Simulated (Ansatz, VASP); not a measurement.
Cu: VASP beside Ansatz

Contents of POSCAR:

```
Cu
1.0
    0.0000000000      1.8075000000      1.8075000000
    1.8075000000      0.0000000000      1.8075000000
    1.8075000000      1.8075000000      0.0000000000
Cu
1
Direct
    0.0000000000      0.0000000000      0.0000000000
```

File INCAR.step1:

```
SYSTEM = Cu
ALGO = Normal
EDIFF = 1E-4
ENCUT = 600
GGA = PE
ISMEAR = -1
LASPH = .TRUE.
LCHARG = .FALSE.
LREAL = .FALSE.
LWAVE = .TRUE.
NELM = 100
PREC = Accurate
SIGMA = 0.1
```

INCAR.step2

```
SYSTEM = Cu
ALGO = Normal
EDIFF = 1E-6
EDIFFG = -0.002
ENCUT = 600
IBRION = 2
ISIF = 3
ISMEAR = -1
ISTART = 1
LASPH = .TRUE.
LCHARG = .FALSE.
LMIXTAU = .TRUE.
LREAL = .FALSE.
LWAVE = .FALSE.
METAGGA = R2SCAN
NELM = 100
NSW = 100
PREC = Accurate
SIGMA = 0.1
```

File KPOINTS:

```
k-points
0
G
  26 26 26
  0 0 0
```

Input for Ansatz:

```yaml
crystal:
  lattice:
    - [0.0, 1.8075, 1.8075]
    - [1.8075, 0.0, 1.8075]
    - [1.8075, 1.8075, 0.0]
  atoms:
    - { symbol: Cu, position: [0.0, 0.0, 0.0] }
kpoints:
  mp_grid: { grid: [26, 26, 26] }
scf:
  occupations: { method: fermi_dirac, width: 0.1 }
hamiltonian:
  xc: r2scan
  pseudopotentials: { kind: paw }
relax:
  f_tol: 0.002
  max_steps: 80
  cell: {}
output:
  forces: true
  stress: true
```

Alike in both runs: task relaxation of cell and atoms; functional r2SCAN; k mesh 26 × 26 × 26; occupations fermi-dirac, width 0.1 eV; no spin polarisation.

|  | VASP | Ansatz |
| --- | --- | --- |
| version | VASP 6.6.1 | Ansatz 0.2.0 |
| potentials or method | VASP PAW PBE potentials, release 64 (Cu) | PAW with Ansatz's default frozen-core files, scalar-relativistic |
| plane-wave cutoff (eV) | 600 | 500 |
| valence electrons in the cell | 11 | 19 |

```csv
,VASP,Ansatz,Ansatz less VASP
relaxed volume (Å³/atom),11.48,11.44,-0.042
relaxed cell length with the largest relative difference (Å),2.532,2.529,-0.0031
```

VASP's potentials were made for PBE, not for r2SCAN. VASP's potentials hold 11 valence electrons a cell and Ansatz's 19, so a difference there can come from the potentials and not from the codes.
